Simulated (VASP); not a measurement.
Wanted: the native input for a VASP 6.6.1 run.

- Task: single point
- Functional: PBE
- Potentials or basis: VASP PAW PBE potentials, release 64 (Ca_sv, Sc_sv)
- Cutoff: 520 eV
- k mesh: 6 × 6 × 4
- Occupations: gaussian, width 0.1 eV
- Spin: no spin polarisation
- Dipole correction: no
- Further INCAR settings: ALGO = Normal; EDIFF = 1e-06; NBANDS = 23

The structure of CaSc2 lies in POSCAR:

```
CaSc2
1.0
    4.1815933200      0.0000000000      0.0000000000
   -2.0907966600      3.6213660500      0.0000000000
    0.0000000000      0.0000000000      4.1825682000
Ca Sc
1 2
Direct
    0.0000000000      0.0000000000      0.0000000000
    0.3333333300      0.6666666700      0.5000000000
    0.6666666700      0.3333333300      0.5000000000
```

The cell was generated, and may not be a known phase.

The input as run:

INCAR

```
SYSTEM = CaSc2
PREC = Accurate ; ENCUT = 520
EDIFF = 1E-6 ; ISMEAR = 0
SIGMA = 0.1 ; LREAL = .FALSE.
LASPH = .TRUE. ; NELM = 60
ALGO = Normal ; ISIF = 2
LWAVE = .FALSE. ; LCHARG = .FALSE.
GGA = PE ; NBANDS = 23
```

KPOINTS

```
Automatic mesh
0
G
  6 6 4
  0 0 0
```

Potentials or basis: VASP PAW PBE potentials, release 64 (Ca_sv, Sc_sv).

Launch:

```sh
$ cat potpaw_PBE.64/Ca_sv/POTCAR potpaw_PBE.64/Sc_sv/POTCAR > POTCAR
$ mpirun -np 1 vasp_std > vasp.out
```

Results of the run:

The pressure is 21.7 GPa and the band gap on the k mesh is zero (bands 16 and 17 overlap by 1.16 eV).

Caveat: the k points lie up to 0.38 Å⁻¹ apart, too coarse for converged energies and pressures of a metal.

Wall time 40 s on 1 thread of Intel Xeon 8259CL, with other jobs on the host, peak memory 0.19 GiB.
